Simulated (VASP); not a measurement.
# Si (I4_1/amd) in VASP: further runs, part 2 of 2

VASP 6.6.1.

## (4) Single point, r2SCAN (strain +0.000 along x and y, -0.030 along z)

The input, POSCAR:

```
Si
1.0
   -2.3713723045      2.3713723045      1.2893874282
    2.3713723045     -2.3713723045      1.2893874282
    2.3713723045      2.3713723045     -1.2893874282
Si
2
Direct
    0.2500000000      0.7500000000      0.5000000000
    0.5000000000      0.5000000000      0.0000000000
```

The input, INCAR.step1:

```
ALGO     = Normal         # electronic algorithm
EDIFF    = 1E-4           # SCF threshold, eV
ENCUT    = 520            # plane-wave cutoff, eV
GGA      = PE             # functional
ISMEAR   = 0              # smearing method
LASPH    = True           # aspherical terms in the spheres
LCHARG   = False          # write CHGCAR
LREAL    = False          # projectors in reciprocal space
LWAVE    = True           # write WAVECAR
NBANDS   = 11             # bands
NELM     = 100            # most SCF steps
PREC     = Accurate       # precision mode
SIGMA    = 0.15           # smearing width, eV
```

The input, INCAR.step2:

```
ALGO     = Normal         # electronic algorithm
EDIFF    = 1E-6           # SCF threshold, eV
ENCUT    = 520            # plane-wave cutoff, eV
ISIF     = 2              # what is computed and relaxed
ISMEAR   = 0              # smearing method
ISTART   = 1            
LASPH    = True           # aspherical terms in the spheres
LCHARG   = False          # write CHGCAR
LMIXTAU  = True         
LREAL    = False          # projectors in reciprocal space
LWAVE    = False          # write WAVECAR
METAGGA  = R2SCAN         # meta-GGA
NBANDS   = 11             # bands
NELM     = 100            # most SCF steps
PREC     = Accurate       # precision mode
SIGMA    = 0.15           # smearing width, eV
```

The input, KPOINTS:

```
k-points
0
Gamma
  20 20 20
```

Potentials or basis: VASP PAW PBE potentials, release 64 (Si).

Command:

```sh
$ cat potpaw_PBE.64/Si/POTCAR > POTCAR
$ cp INCAR.step1 INCAR
$ mpirun -np 1 vasp_std > vasp.out
$ cp INCAR.step2 INCAR
$ mpirun -np 1 vasp_std > vasp.out
```

OUTCAR:

```text
EDIFF = 1E-6
   ENCUT = 520
   ISIF = 2
   ISMEAR = 0
   ISTART = 1
   LASPH = True
   LREAL = False
   METAGGA = R2SCAN
   NELM = 100
   PREC = Accurate

 ion  position               nearest neighbor table
   1  0.250  0.750  0.500-   2 2.46   2 2.46   2 2.46   2 2.46   2 3.06   2 3.06   2 3.06   2 3.06

   2  0.500  0.500  0.000-   1 2.46   1 2.46   1 2.46   1 2.46   1 3.06   1 3.06   1 3.06   1 3.06

  LATTYP: Found a body centered tetragonal cell.
 ALAT       =     4.7427446090
 C/A-ratio  =     0.5437304913

  Lattice vectors:

 A1 = (  -2.3713723045,   2.3713723045,   1.2893874282)
 A2 = (   2.3713723045,  -2.3713723045,   1.2893874282)
 A3 = (   2.3713723045,   2.3713723045,  -1.2893874282)

Analysis of symmetry for initial positions (statically):
=====================================================================
 Subroutine PRICEL returns:
 Original cell was already a primitive cell.

 Routine SETGRP: Setting up the symmetry group for a
 body centered tetragonal supercell.

 Subroutine GETGRP returns: Found 16 space group operations
 (whereof  8 operations were pure point group operations)
 out of a pool of 16 trial point group operations.

The static configuration has the point symmetry D_2d.
 The point group associated with its full space group is D_4h.

Analysis of symmetry for dynamics (positions and initial velocities):
=====================================================================
 Subroutine PRICEL returns:
 Original cell was already a primitive cell.

 Routine SETGRP: Setting up the symmetry group for a
 body centered tetragonal supercell.

 Subroutine GETGRP returns: Found 16 space group operations
 (whereof  8 operations were pure point group operations)
 out of a pool of 16 trial point group operations.

The dynamic configuration has the point symmetry D_2d.
 The point group associated with its full space group is D_4h.

 Subroutine INISYM returns: Found 16 space group operations
 (whereof  8 operations are pure point group operations),
 and found     1 'primitive' translations

----------------------------------------------------------------------------------------

                                     Primitive cell

  volume of cell :      29.0030

  direct lattice vectors                    reciprocal lattice vectors
    -2.371372304  2.371372304  1.289387428     0.000000000  0.210848376  0.387781042
     2.371372304 -2.371372304  1.289387428     0.210848376  0.000000000  0.387781042
     2.371372304  2.371372304 -1.289387428     0.210848376  0.210848376  0.000000000

  length of vectors
     3.592956047  3.592956047  3.592956047     0.441396844  0.441396844  0.298184633

  position of ions in fractional coordinates (direct lattice)
     0.250000000  0.750000000  0.500000000
     0.500000000  0.500000000  0.000000000

  ion indices of the primitive-cell ions
   primitive index   ion index
                 1           1
                 2           2

----------------------------------------------------------------------------------------

 KPOINTS: k-points

Automatic generation of k-mesh.
 Grid dimensions read from file:
 generate k-points for:   20   20   20

 Generating k-lattice:

  Cartesian coordinates                     Fractional coordinates (reciprocal lattice)
     0.000000000  0.010542419  0.019389052     0.050000000 -0.000000000  0.000000000
     0.010542419  0.000000000  0.019389052    -0.000000000  0.050000000  0.000000000
     0.010542419  0.010542419  0.000000000     0.000000000  0.000000000  0.050000000

  Length of vectors
     0.022069842  0.022069842  0.014909232

  Shift w.r.t. Gamma in fractional coordinates (k-lattice)
     0.000000000  0.000000000  0.000000000

 Subroutine IBZKPT returns following result:
 ===========================================

 Found    641 irreducible k-points:

 Following reciprocal coordinates:
            Coordinates               Weight
  0.000000  0.000000  0.000000      1.000000
  0.050000 -0.000000  0.000000      8.000000
  0.100000 -0.000000  0.000000      8.000000
  0.150000  0.000000  0.000000      8.000000
  0.200000 -0.000000  0.000000      8.000000
  0.250000 -0.000000  0.000000      8.000000
[... 16 lines left out ...]
 -0.400000  0.050000 -0.000000     16.000000
 -0.350000  0.050000 -0.000000     16.000000
 [... further k-points ...]
   k-points           NKPTS =    641   k-points in BZ     NKDIM =    641   number of bands    NBANDS=     11
   number of dos      NEDOS =    301   number of ions     NIONS =      2
   total plane-waves  NPLWV =  21952
   dimension x,y,z NGX =    28 NGY =   28 NGZ =   28
   dimension x,y,z NGXF=    56 NGYF=   56 NGZF=   56
   ions per type =               2
   NGX,Y,Z   is equivalent  to a cutoff of  12.96, 12.96, 12.96 a.u.
   NGXF,Y,Z  is equivalent  to a cutoff of  25.91, 25.91, 25.91 a.u.
 SYSTEM =  unknown system
   PREC   = accura    normal or accurate (medium, high low for compatibility)
   ISTART =      1    job   : 0-new  1-cont  2-samecut
   ICHARG =      0    charge: 1-file 2-atom 10-const
   ISPIN  =      1    spin polarized calculation?
   LNONCOLLINEAR =      F non collinear calculations
   LSORBIT =      F    spin-orbit coupling
   LASPH  =      T    aspherical Exc in radial PAW
   ENCUT  =  520.0 eV  38.22 Ry    6.18 a.u.   6.68  6.68  6.68*2*pi/ulx,y,z
   NELM   =    100;   NELMIN=  2; NELMDL=  0     # of ELM steps
   EDIFF  = 0.1E-05   stopping-criterion for ELM
   LREAL  =      F    real-space projection
[... 7 lines left out ...]
   TEBEG  =    0.0;   TEEND  =   0.0 temperature during run
   PSTRESS=    0.0 pullay stress
   NELECT =       8.0000    total number of electrons
   NUPDOWN=      -1.0000    fix difference up-down
   EMIN   =  10.00;   EMAX   =-10.00  energy-range for DOS
   EFERMI =   0.00;   METHOD = LEGACY
   ISMEAR =     0;   SIGMA  =   0.15  broadening in eV -4-tet -1-fermi 0-gaus
   EFERMI_NEDOS =   21; number of points for ismear=-14 and -15
   IALGO  =     38    algorithm
   IMIX   =      4    mixing-type and parameters
     AMIX     =   0.40;   BMIX     =  1.00
     AMIX_MAG =   1.60;   BMIX_MAG =  1.00
  volume/ion in A,a.u.               =      14.50        97.86
  Fermi-wavevector in a.u.,A,eV,Ry     =   1.065673  2.013829 15.451570  1.135658
  Thomas-Fermi vector in A             =   2.201232
   LORBIT       =      0    0 simple, 1 ext, 2 COOP (PROOUT), +10 PAW based schemes
   METAGGA = R2SCAN    functional components
   LHFCALC =     F    Hartree Fock is set to
   AEXX    =    0.0000 exact exchange contribution
   IVDW    =     0    specifies the selected vdW correction
   LEPSILON=     F    determine dielectric tensor
   LRPA    =     F    only Hartree local field effects (RPA)
 non-spin polarized calculation
 Gauss-broadening in eV      SIGMA  =   0.15
  energy-cutoff  :      520.00
  volume of cell :       29.00
 maximum number of plane-waves:       797
   NGX = 13   NGY = 13   NGZ = 13

 number of electron       8.0000000 magnetization

 Free energy of the ion-electron system (eV)
  ---------------------------------------------------
  ext. energy  EPLUGINS =         0.00000000
  ---------------------------------------------------
  free energy    TOTEN  =       -16.65808320 eV

  energy without entropy =      -16.65079624  energy(sigma->0) =      -16.65443972

 E-fermi :   9.8068     XC(G=0): -11.7159

 val. band max:        9.8015149047   @ k =  -0.0500   0.3000   0.0500
 cond. band min:       9.8072558383   @ k =   0.4500   0.3500   0.0000
 fundamental gap:      0.0057409336
 Fermi energy:         9.8067989187

 k-point     1 :       0.0000    0.0000    0.0000
  band No.  band energies     occupation
      1      -5.1573      2.00000
      2       6.8752      2.00000
      3       6.8752      2.00000
      4       7.7548      2.00000
      5      11.4220      0.00000
      6      17.9537      0.00000
      7      19.5348      0.00000
      8      19.5348      0.00000
      9      20.5940      0.00000
     10      20.6016      0.00000
     11      21.7853      0.00000
[... 309 lines left out ...]
 k-point    24 :      -0.3500    0.0500   -0.0000
  band No.  band energies     occupation
      1      -2.2645      2.00000
      2       5.2438      2.00000
      3       6.8807      2.00000
      4       8.4268      2.00000
      5      11.6622      0.00000
      6      14.0802      0.00000
      7      14.4812      0.00000
      8      15.4380      0.00000
      9      17.5258      0.00000
     10      18.0844      0.00000
     11      22.4927      0.00000

 [... further k-points ...]

------------------------ aborting loop because EDIFF is reached ----------------------------------------

  FORCE on cell =-STRESS in cart. coord.  units (eV):
  Direction    XX          YY          ZZ          XY          YZ          ZX
  --------------------------------------------------------------------------------------
  -------------------------------------------------------------------------------------
  Total        0.9846026      0.9846026      1.2576246      0.0000000     -0.0000000      0.0000000
  in kB       54.3912001     54.3912001     69.4734252      0.0000000     -0.0000000      0.0000000
  external PRESSURE =      59.4186085 kB  Pullay stress =       0.0000000 kB

 VOLUME and BASIS-vectors are now :
 -----------------------------------------------------------------------------
  energy-cutoff  :      520.00
  volume of cell :       29.00
      direct lattice vectors                 reciprocal lattice vectors
    -2.371372304  2.371372304  1.289387428     0.000000000  0.210848376  0.387781042
     2.371372304 -2.371372304  1.289387428     0.210848376  0.000000000  0.387781042
     2.371372304  2.371372304 -1.289387428     0.210848376  0.210848376  0.000000000

 POSITION                                       TOTAL-FORCE (eV/Angst)
 -----------------------------------------------------------------------------------
      2.37137     -0.00000      0.64469        -0.000000      0.000000     -0.000000
      0.00000      0.00000      1.28939         0.000000     -0.000000      0.000000
 -----------------------------------------------------------------------------------
    total drift:                                0.000000      0.000000      0.000000

  FREE ENERGIE OF THE ION-ELECTRON SYSTEM (eV)
  ---------------------------------------------------
  free  energy   TOTEN  =       -16.6580831975 eV

  energy  without entropy=      -16.6507962405  energy(sigma->0) =      -16.65443972
```

It took 5.6 min on 1 thread of Intel Xeon 6975P-C (Granite Rapids), shared host; peak memory 0.27 GiB.

Results:

| Quantity | Value |
| --- | --- |
| Free energy | -16.6581 eV |
| Pressure | 5.9 GPa |
| Band gap on the k mesh | zero (bands 4 and 5 overlap by 7.05 eV) |

Stress tensor (GPa, compression positive):
```
5.44 0.00 0.00
0.00 5.44 0.00
0.00 0.00 6.95
```

Caveat: the cell differs from its parent crystal (strain +0.000 along x and y, -0.030 along z); the cell stands under pressure; the PAW data sets were made with another functional, which shifts forces and pressure a little.

## (5) The runs side by side

| cell | gap on the mesh (eV) | pressure (GPa) |
| --- | --- | --- |
| a = 3.522 Å, angles 98.4, 98.4, 134.9°, 2 atoms | none | 9.8 |
| a = 3.529 Å, angles 98.7, 98.7, 134.3°, 2 atoms | none | 8.2 |
| a = 3.593 Å, angles 97.4, 97.4, 137.9°, 2 atoms | none | 5.9 |

Alike in all rows: task single point; level r2SCAN; potentials or basis VASP PAW PBE potentials, release 64 (Si); no spin polarisation; k mesh 20 × 20 × 20; cutoff (eV) 520; smearing gaussian 0.15 eV.

Caveats: the PAW data sets were made with another functional, which shifts forces and pressure a little; the stress differs along the axes, from 5 to 12 GPa (at least some runs); the stress differs along the axes, from 3 to 11 GPa (at least some runs); the cell stands under pressure (at least some runs).

Absolute energies hang on the potentials; compare differences alone.
